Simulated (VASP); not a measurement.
Pt: single point with RPBE

Pt:

```
Pt
1.0
     2.78213    0.00000    0.00000
    -1.39107    2.40940    0.00000
     0.00000    0.00000    4.78785
Pt
2
Cartesian
  0.0000 1.6063 1.1970
  1.3911 0.8031 3.5909
```

```json
{
 "Program": "VASP 6.6.1",
 "Task": "single point",
 "Functional": "RPBE",
 "Potentials or basis": "VASP PAW PBE potentials, release 64 (Pt)",
 "Cutoff": "520 eV",
 "k mesh": "13 × 13 × 7",
 "Occupations": "fermi-dirac, width 0.1 eV",
 "Spin": "no spin polarisation",
 "Dipole correction": "no",
 "Further INCAR settings": "ALGO = Normal; EDIFF = 1e-06; NBANDS = 17"
}
```

- Pressure: -0.5 GPa
- Band gap on the k mesh: zero (band 10 reaches 10.55 eV, above the bottom of band 11 at 9.46 eV)

Levels at points of the mesh, in eV from the Fermi level:
```
           k point  band 6  band 7  band 8  band 9  band 10  band 11  band 12  band 13  band 14  band 15
(0.00, 0.00, 0.00)   -2.96   -2.96   -1.82   -1.82    -0.57    -0.24    -0.24     4.70    15.08    15.81
```

It took 20 s on 1 thread of AMD EPYC 9R45 96-Core Processor (Zen 5) (shared host), peak memory 0.15 GiB.

Caveat: the PAW data sets were made with another functional, which shifts forces and pressure a little; spin-orbit coupling is left out, which moves the levels of the heavy elements.
